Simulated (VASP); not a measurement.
# YN (Fm-3m) in VASP: a series of runs

YN is run at these levels: PBEsol; tasks: single point.

Everything below comes from runs of VASP 6.6.1. Logs are shortened: lines on timing, memory, paths and dates and some standing lists are left out, and cuts for length are marked.

**1. The cell of the first run**

The structure is cubic, space group Fm-3m (No. 225). The conventional cell has a = 4.856 Å, b = 4.856 Å, c = 4.856 Å, α = 90.00°, β = 90.00°, γ = 90.00°. Y (site symmetry m-3m) has 6 N at 2.43 Å within 3.2 Å. N (site symmetry m-3m) has 6 Y at 2.43 Å within 3.2 Å.

**2. Single point, PBEsol**

Contents of INCAR:

```
ALGO = Normal
EDIFF = 1E-6
ENCUT = 600
GGA = PS
GGA_COMPAT = F
ISIF = 2
ISMEAR = 0
LASPH = T
LCHARG = F
LREAL = F
LWAVE = F
NBANDS = 24
NELM = 120
PREC = Accurate
SIGMA = 0.1
```

Contents of KPOINTS:

```
k-points
0
Gamma
  6 6 4
```

Contents of POSCAR:

```
YN
1.0
    3.4340438525      0.0000000000      0.0000000000
    0.0000000000      3.4340438525      0.0000000000
    0.0000000000      0.0000000000      4.8564713485
Y N
2 2
Direct
    0.0000000000      0.0000000000      0.0000000000
    0.5000000000      0.5000000000      0.5000000000
    0.5000000000      0.5000000000      0.0000000000
    0.0000000000      0.0000000000      0.5000000000
```

Potentials or basis: VASP PAW PBE potentials, release 64 (Y_sv, N).

Command:

```sh
> cat potpaw_PBE.64/Y_sv/POTCAR potpaw_PBE.64/N/POTCAR > POTCAR
> mpirun -np 1 vasp_std > vasp.out
```

OUTCAR:

```text
EDIFF = 1E-6
   ENCUT = 600
   GGA = PS
   ISIF = 2
   ISMEAR = 0
   LASPH = T
   LREAL = F
   NELM = 120
   PREC = Accurate

 ion  position               nearest neighbor table
   1  0.000  0.000  0.000-   4 2.43   4 2.43   3 2.43   3 2.43   3 2.43   3 2.43   2 3.43   2 3.43
                             2 3.43   2 3.43   2 3.43   2 3.43   2 3.43   2 3.43
   2  0.500  0.500  0.500-   3 2.43   3 2.43   4 2.43   4 2.43   4 2.43   4 2.43   1 3.43   1 3.43
                             1 3.43   1 3.43   1 3.43   1 3.43   1 3.43   1 3.43
   3  0.500  0.500  0.000-   2 2.43   2 2.43   1 2.43   1 2.43   1 2.43   1 2.43
   4  0.000  0.000  0.500-   1 2.43   1 2.43   2 2.43   2 2.43   2 2.43   2 2.43

  LATTYP: Found a simple tetragonal cell.
 ALAT       =     3.4340438525
 C/A-ratio  =     1.4142135503

  Lattice vectors:

 A1 = (   3.4340438525,   0.0000000000,   0.0000000000)
 A2 = (   0.0000000000,   3.4340438525,   0.0000000000)
 A3 = (   0.0000000000,   0.0000000000,   4.8564713485)

Analysis of symmetry for initial positions (statically):
=====================================================================
 Subroutine PRICEL returns following result:

  LATTYP: Found a face centered cubic cell.
 ALAT       =     4.8564713692

  Lattice vectors:

 A1 = (  -1.7170219263,  -1.7170219263,  -2.4282356743)
 A2 = (   1.7170219263,  -1.7170219263,  -2.4282356743)
 A3 = (   0.0000000000,  -3.4340438525,   0.0000000000)

   2 primitive cells build up your supercell.

 Routine SETGRP: Setting up the symmetry group for a
 simple tetragonal supercell.

 Subroutine GETGRP returns: Found 16 space group operations
 (whereof 16 operations were pure point group operations)
 out of a pool of 16 trial point group operations.

The static configuration has the point symmetry D_4h.

Analysis of symmetry for dynamics (positions and initial velocities):
=====================================================================
 Subroutine PRICEL returns following result:

  LATTYP: Found a face centered cubic cell.
 ALAT       =     4.8564713692

  Lattice vectors:

 A1 = (  -1.7170219263,  -1.7170219263,  -2.4282356743)
 A2 = (   1.7170219263,  -1.7170219263,  -2.4282356743)
 A3 = (   0.0000000000,  -3.4340438525,   0.0000000000)

   2 primitive cells build up your supercell.

 Routine SETGRP: Setting up the symmetry group for a
 simple tetragonal supercell.

 Subroutine GETGRP returns: Found 16 space group operations
 (whereof 16 operations were pure point group operations)
 out of a pool of 16 trial point group operations.

The dynamic configuration has the point symmetry D_4h.

 Subroutine INISYM returns: Found 16 space group operations
 (whereof 16 operations are pure point group operations),
 and found     2 'primitive' translations

----------------------------------------------------------------------------------------

                                     Primitive cell

  volume of cell :      28.6354

  direct lattice vectors                    reciprocal lattice vectors
    -1.717021926 -1.717021926 -2.428235674    -0.291201872 -0.000000000 -0.205910820
     1.717021926 -1.717021926 -2.428235674     0.291201872 -0.000000000 -0.205910820
     0.000000000 -3.434043853  0.000000000     0.000000000 -0.291201872  0.205910820

  length of vectors
     3.434043838  3.434043838  3.434043853     0.356648001  0.356648001  0.356648001

  position of ions in fractional coordinates (direct lattice)
     0.000000000  0.000000000  0.000000000
     0.500000000  0.500000000  0.500000000

  ion indices of the primitive-cell ions
   primitive index   ion index
                 1           1
                 2           4

----------------------------------------------------------------------------------------

 KPOINTS: k-points

Automatic generation of k-mesh.
 Grid dimensions read from file:
 generate k-points for:    6    6    4

 Generating k-lattice:

  Cartesian coordinates                     Fractional coordinates (reciprocal lattice)
     0.048533645  0.000000000  0.000000000     0.166666667  0.000000000  0.000000000
     0.000000000  0.048533645  0.000000000     0.000000000  0.166666667  0.000000000
     0.000000000  0.000000000  0.051477705     0.000000000  0.000000000  0.250000000

  Length of vectors
     0.048533645  0.048533645  0.051477705

  Shift w.r.t. Gamma in fractional coordinates (k-lattice)
     0.000000000  0.000000000  0.000000000

 Subroutine IBZKPT returns following result:
 ===========================================

 Found     30 irreducible k-points:

 Following reciprocal coordinates:
            Coordinates               Weight
  0.000000  0.000000  0.000000      1.000000
  0.166667  0.000000  0.000000      4.000000
  0.333333  0.000000  0.000000      4.000000
  0.500000  0.000000  0.000000      2.000000
  0.166667  0.166667  0.000000      4.000000
  0.333333  0.166667  0.000000      8.000000
[... 16 lines left out ...]
  0.333333  0.000000  0.500000      4.000000
  0.500000  0.000000  0.500000      2.000000
 [... further k-points ...]
   k-points           NKPTS =     30   k-points in BZ     NKDIM =     30   number of bands    NBANDS=     24
   number of dos      NEDOS =    301   number of ions     NIONS =      4
   total plane-waves  NPLWV =  31360
   dimension x,y,z NGX =    28 NGY =   28 NGZ =   40
   dimension x,y,z NGXF=    56 NGYF=   56 NGZF=   80
   ions per type =               2   2
   NGX,Y,Z   is equivalent  to a cutoff of  13.56, 13.56, 13.69 a.u.
   NGXF,Y,Z  is equivalent  to a cutoff of  27.11, 27.11, 27.39 a.u.
 SYSTEM =  unknown system
   PREC   = accura    normal or accurate (medium, high low for compatibility)
   ISTART =      0    job   : 0-new  1-cont  2-samecut
   ICHARG =      2    charge: 1-file 2-atom 10-const
   ISPIN  =      1    spin polarized calculation?
   LNONCOLLINEAR =      F non collinear calculations
   LSORBIT =      F    spin-orbit coupling
   LASPH  =      T    aspherical Exc in radial PAW
   ENCUT  =  600.0 eV  44.10 Ry    6.64 a.u.   6.86  6.86  9.70*2*pi/ulx,y,z
   NELM   =    120;   NELMIN=  2; NELMDL= -5     # of ELM steps
   EDIFF  = 0.1E-05   stopping-criterion for ELM
   LREAL  =      F    real-space projection
   EDIFFG = 0.1E-04   stopping-criterion for IOM
   NSW    =      0    number of steps for IOM
   IBRION =     -1    ionic relax: 0-MD 1-quasi-New 2-CG
   NFREE  =      0    steps in history (QN), initial steepest desc. (CG)
   ISIF   =      2    stress and relaxation
   ISYM   =      2    0-nonsym 1-usesym 2-fastsym
   POTIM  = 0.5000    time-step for ionic-motion
   TEBEG  =    0.0;   TEEND  =   0.0 temperature during run
   PSTRESS=    0.0 pullay stress
   NELECT =      32.0000    total number of electrons
   NUPDOWN=      -1.0000    fix difference up-down
   EMIN   =  10.00;   EMAX   =-10.00  energy-range for DOS
   EFERMI =   0.00;   METHOD = LEGACY
   ISMEAR =     0;   SIGMA  =   0.10  broadening in eV -4-tet -1-fermi 0-gaus
   EFERMI_NEDOS =   21; number of points for ismear=-14 and -15
   IALGO  =     38    algorithm
   IMIX   =      4    mixing-type and parameters
     AMIX     =   0.40;   BMIX     =  1.00
     AMIX_MAG =   1.60;   BMIX_MAG =  1.00
  volume/ion in A,a.u.               =      14.32        96.62
  Fermi-wavevector in a.u.,A,eV,Ry     =   1.348385  2.548079 24.737334  1.818143
  Thomas-Fermi vector in A             =   2.476058
   LORBIT       =      0    0 simple, 1 ext, 2 COOP (PROOUT), +10 PAW based schemes
   GGA     = PS    functional components
   LHFCALC =     F    Hartree Fock is set to
   AEXX    =    0.0000 exact exchange contribution
   IVDW    =     0    specifies the selected vdW correction
   LEPSILON=     F    determine dielectric tensor
   LRPA    =     F    only Hartree local field effects (RPA)
 non-spin polarized calculation
 Gauss-broadening in eV      SIGMA  =   0.10
  energy-cutoff  :      600.00
  volume of cell :       57.27
 maximum number of plane-waves:      1964
 NGX is ok and might be reduce to    28
   NGX = 13   NGY = 13   NGZ = 19

 number of electron      31.9999998 magnetization

 Free energy of the ion-electron system (eV)
  ---------------------------------------------------
  ext. energy  EPLUGINS =         0.00000000
  ---------------------------------------------------
  free energy    TOTEN  =       -38.25618886 eV

  energy without entropy =      -38.25412163  energy(sigma->0) =      -38.25515525

 E-fermi :   4.1624     XC(G=0): -11.5434

 val. band max:        4.1273892172   @ k =   0.0000   0.0000   0.0000
 cond. band min:       4.1980905821   @ k =   0.5000   0.5000   0.0000
 fundamental gap:      0.0707013649
 Fermi energy:         4.1624230212

 k-point     1 :       0.0000    0.0000    0.0000
  band No.  band energies     occupation
      1     -36.4798      2.00000
      2     -36.3040      2.00000
      3     -17.0582      2.00000
      4     -16.4863      2.00000
      5     -16.4863      2.00000
      6     -16.1303      2.00000
[... 16 lines left out ...]
     23       9.3080      0.00000
     24      11.1169      0.00000

 k-point     2 :       0.1667    0.0000    0.0000
  band No.  band energies     occupation
      1     -36.4570      2.00000
      2     -36.3044      2.00000
      3     -16.9860      2.00000
      4     -16.6485      2.00000
      5     -16.4422      2.00000
      6     -16.3550      2.00000
[... 16 lines left out ...]
     23      10.5353      0.00000
     24      11.2055      0.00000

 k-point     3 :       0.3333    0.0000    0.0000
  band No.  band energies     occupation
      1     -36.4025      2.00000
      2     -36.3140      2.00000
      3     -16.9357      2.00000
      4     -16.7945      2.00000
      5     -16.7795      2.00000
      6     -16.3352      2.00000
[... 16 lines left out ...]
     23      10.7048      0.00000
     24      12.0121      0.00000
[... 514 lines left out ...]
 k-point    23 :       0.3333    0.0000    0.5000
  band No.  band energies     occupation
      1     -36.3575      2.00000
      2     -36.3575      2.00000
      3     -17.2136      2.00000
      4     -17.2136      2.00000
      5     -16.2433      2.00000
      6     -16.2433      2.00000
[... 16 lines left out ...]
     23      11.5508      0.00000
     24      11.5508      0.00000

 k-point    24 :       0.5000    0.0000    0.5000
  band No.  band energies     occupation
      1     -36.3460      2.00000
      2     -36.3460      2.00000
      3     -17.3656      2.00000
      4     -17.3656      2.00000
      5     -16.2207      2.00000
      6     -16.2207      2.00000
[... 16 lines left out ...]
     23      10.8838      0.00000
     24      10.8838      0.00000

 [... further k-points ...]

------------------------ aborting loop because EDIFF is reached ----------------------------------------

  FORCE on cell =-STRESS in cart. coord.  units (eV):
  Direction    XX          YY          ZZ          XY          YZ          ZX
  --------------------------------------------------------------------------------------
  -------------------------------------------------------------------------------------
  Total       -0.0585791     -0.0585791     -0.1150691      0.0000000      0.0000000      0.0000000
  in kB       -1.6387816     -1.6387816     -3.2191180      0.0000000      0.0000000      0.0000000
  external PRESSURE =      -2.1655604 kB  Pullay stress =       0.0000000 kB

 VOLUME and BASIS-vectors are now :
 -----------------------------------------------------------------------------
  energy-cutoff  :      600.00
  volume of cell :       57.27
      direct lattice vectors                 reciprocal lattice vectors
     3.434043852  0.000000000  0.000000000     0.291201872  0.000000000  0.000000000
     0.000000000  3.434043852  0.000000000     0.000000000  0.291201872  0.000000000
     0.000000000  0.000000000  4.856471349     0.000000000  0.000000000  0.205910820

 POSITION                                       TOTAL-FORCE (eV/Angst)
 -----------------------------------------------------------------------------------
      0.00000      0.00000      0.00000         0.000000      0.000000     -0.000000
      1.71702      1.71702      2.42824        -0.000000     -0.000000      0.000000
      1.71702      1.71702      0.00000         0.000000      0.000000     -0.000000
      0.00000      0.00000      2.42824         0.000000      0.000000     -0.000000
 -----------------------------------------------------------------------------------
    total drift:                                0.000000      0.000000      0.000000

  FREE ENERGIE OF THE ION-ELECTRON SYSTEM (eV)
  ---------------------------------------------------
  free  energy   TOTEN  =       -38.2561888615 eV

  energy  without entropy=      -38.2541216300  energy(sigma->0) =      -38.25515525
```

It took 1.8 min on 1 thread of Intel Xeon 8259CL, shared host; peak memory 0.21 GiB.

What came out:

| Quantity | Value |
| --- | --- |
| Free energy | -38.2562 eV |
| Pressure | -0.2 GPa |
| Band gap on the k mesh | 0.07 eV |

Caveat: semilocal functionals underestimate gaps, and a narrow one can read as zero; the PAW data sets were made with another functional, which shifts forces and pressure a little. A k mesh can miss the band edges.

**3. Single point, PBEsol**

Contents of INCAR:

```
ALGO = Normal ; EDIFF = 1E-6
ENCUT = 600 ; GGA = PS
GGA_COMPAT = False ; ISIF = 2
ISMEAR = 0 ; LASPH = True
LCHARG = True ; LELF = True
LREAL = False ; LVHAR = True
LWAVE = False ; NBANDS = 24
NELM = 120 ; PREC = Accurate
SIGMA = 0.01
```

Contents of KPOINTS:

```
k-points
0
Gamma
  10 10 8
```

POSCAR is that of step 2.

Potentials or basis: VASP PAW PBE potentials, release 64 (Y_sv, N).

Command:

```sh
> cat potpaw_PBE.64/Y_sv/POTCAR potpaw_PBE.64/N/POTCAR > POTCAR
> mpirun -np 1 vasp_std > vasp.out
```

OUTCAR:

```text
EDIFF = 1E-6
   ENCUT = 600
   GGA = PS
   ISIF = 2
   ISMEAR = 0
   LASPH = True
   LREAL = False
   NELM = 120
   PREC = Accurate

 ion  position               nearest neighbor table
   1  0.000  0.000  0.000-   4 2.43   4 2.43   3 2.43   3 2.43   3 2.43   3 2.43   2 3.43   2 3.43
                             2 3.43   2 3.43   2 3.43   2 3.43   2 3.43   2 3.43
   2  0.500  0.500  0.500-   3 2.43   3 2.43   4 2.43   4 2.43   4 2.43   4 2.43   1 3.43   1 3.43
                             1 3.43   1 3.43   1 3.43   1 3.43   1 3.43   1 3.43
   3  0.500  0.500  0.000-   2 2.43   2 2.43   1 2.43   1 2.43   1 2.43   1 2.43
   4  0.000  0.000  0.500-   1 2.43   1 2.43   2 2.43   2 2.43   2 2.43   2 2.43

  LATTYP: Found a simple tetragonal cell.
 ALAT       =     3.4340438525
 C/A-ratio  =     1.4142135503

  Lattice vectors:

 A1 = (   3.4340438525,   0.0000000000,   0.0000000000)
 A2 = (   0.0000000000,   3.4340438525,   0.0000000000)
 A3 = (   0.0000000000,   0.0000000000,   4.8564713485)

Analysis of symmetry for initial positions (statically):
=====================================================================
[... 194 lines left out ...]

 val. band max:        4.1262095627   @ k =   0.0000   0.0000   0.0000
 cond. band min:       4.1982814346   @ k =   0.5000   0.5000   0.0000
 fundamental gap:      0.0720718719
 Fermi energy:         4.1622063714

 k-point     1 :       0.0000    0.0000    0.0000
  band No.  band energies     occupation
      1     -36.4799      2.00000
      2     -36.3042      2.00000
      3     -17.0583      2.00000
      4     -16.4864      2.00000
      5     -16.4864      2.00000
      6     -16.1304      2.00000
[... 637 lines left out ...]
     23      10.8937      0.00000
     24      11.0157      0.00000

 [... further k-points ...]

------------------------ aborting loop because EDIFF is reached ----------------------------------------

  FORCE on cell =-STRESS in cart. coord.  units (eV):
  Direction    XX          YY          ZZ          XY          YZ          ZX
  --------------------------------------------------------------------------------------
  -------------------------------------------------------------------------------------
  Total       -0.0906349     -0.0906349     -0.0959263      0.0000000      0.0000000     -0.0000000
  in kB       -2.5355587     -2.5355587     -2.6835881      0.0000000      0.0000000     -0.0000000
  external PRESSURE =      -2.5849018 kB  Pullay stress =       0.0000000 kB

 VOLUME and BASIS-vectors are now :
 -----------------------------------------------------------------------------
  energy-cutoff  :      600.00
  volume of cell :       57.27
      direct lattice vectors                 reciprocal lattice vectors
     3.434043852  0.000000000  0.000000000     0.291201872  0.000000000  0.000000000
     0.000000000  3.434043852  0.000000000     0.000000000  0.291201872  0.000000000
     0.000000000  0.000000000  4.856471349     0.000000000  0.000000000  0.205910820

 POSITION                                       TOTAL-FORCE (eV/Angst)
 -----------------------------------------------------------------------------------
      0.00000      0.00000      0.00000         0.000000      0.000000     -0.000000
      1.71702      1.71702      2.42824         0.000000      0.000000      0.000000
      1.71702      1.71702      0.00000        -0.000000     -0.000000     -0.000000
      0.00000      0.00000      2.42824         0.000000      0.000000     -0.000000
 -----------------------------------------------------------------------------------
    total drift:                                0.000000      0.000000      0.000000

  FREE ENERGIE OF THE ION-ELECTRON SYSTEM (eV)
  ---------------------------------------------------
  free  energy   TOTEN  =       -38.2659823725 eV

  energy  without entropy=      -38.2659823724  energy(sigma->0) =      -38.26598237
```

Run time: 4.6 min. Hardware: 1 thread of Intel Xeon 8259CL, shared host; peak memory 0.3 GiB.

What came out:

- Free energy: -38.2660 eV
- Pressure: -0.3 GPa
- Band gap on the k mesh: 0.07 eV

Caveat: semilocal functionals underestimate gaps, and a narrow one can read as zero; the PAW data sets were made with another functional, which shifts forces and pressure a little. A k mesh can miss the band edges.
